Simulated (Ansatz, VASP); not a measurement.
**Two plane-wave programs on Cu**

Contents of INCAR:

```
SYSTEM = Cu
ALGO     = Normal         ! electronic algorithm
EDIFF    = 1E-6           ! SCF threshold, eV
ENCUT    = 520            ! plane-wave cutoff, eV
GGA      = PS             ! functional
ISIF     = 2              ! what is computed and relaxed
ISMEAR   = 0              ! smearing method
LASPH    = .TRUE.         ! aspherical terms in the spheres
LCHARG   = .TRUE.         ! write CHGCAR
LELF     = .TRUE.         ! ELF
LREAL    = .FALSE.        ! projectors in reciprocal space
LVHAR    = .TRUE.       
LWAVE    = .FALSE.        ! write WAVECAR
NBANDS   = 12             ! bands
NELM     = 60             ! most SCF steps
PREC     = Accurate       ! precision mode
SIGMA    = 0.15           ! smearing width, eV
```

KPOINTS

```
k-points
0
G
  24 24 24
  0 0 0
```

POSCAR

```
Cu
1.0
   -1.4067234870      1.4067234870      1.3416794138
    1.4067234870     -1.4067234870      1.3416794138
    1.4067234870      1.4067234870     -1.3416794138
Cu
1
Direct
    0.0000000000      0.0000000000      0.0000000000
```

Input for Ansatz:

```yaml
crystal:
  lattice:
    - [-1.406723487, 1.406723487, 1.3416794138]
    - [1.406723487, -1.406723487, 1.3416794138]
    - [1.406723487, 1.406723487, -1.3416794138]
  atoms:
    - { symbol: Cu, position: [0.0, 0.0, 0.0] }
basis:
  ecutwfc: 420
kpoints:
  mp_grid: { grid: [24, 24, 24] }
hamiltonian:
  xc: pbesol
scf:
  occupations: { method: gaussian, width: 0.15 }
output:
  forces: true
  stress: true
  eigenvalues: true
  write_density: true
  write_potential: true
  elf: true
  volumetric_format: npy
```

Change from the starting cell: strain -0.025 along x and y, -0.025 along z, atoms carried along.

Alike in both runs: task single point; functional PBEsol; k mesh 24 × 24 × 24; occupations gaussian, width 0.15 eV; no spin polarisation.

```csv
,VASP,Ansatz
version,VASP 6.6.1,Ansatz 0.2.0
potentials or method,"VASP PAW PBE potentials, release 64 (Cu), cutoff 520 eV","scalar-relativistic, plane waves, PAW"
valence electrons in the cell,11,19
```

```csv
,VASP,Ansatz,Ansatz less VASP
gap on the k mesh at the Fermi level (eV),none,none,-
pressure (GPa),13.9,13.2,-0.77
"traceless stress, the component that is largest in VASP (GPa)",0.14,0.13,-0.014
```

VASP's potentials were made for PBE, not for PBEsol. A gap of «none» marks a metal or a gap that the smearing closes. With one functional, cell and mesh, what is left measures potentials, basis and numerics. VASP's potentials hold 11 valence electrons a cell and Ansatz's 19, so a difference there can come from the potentials and not from the codes.
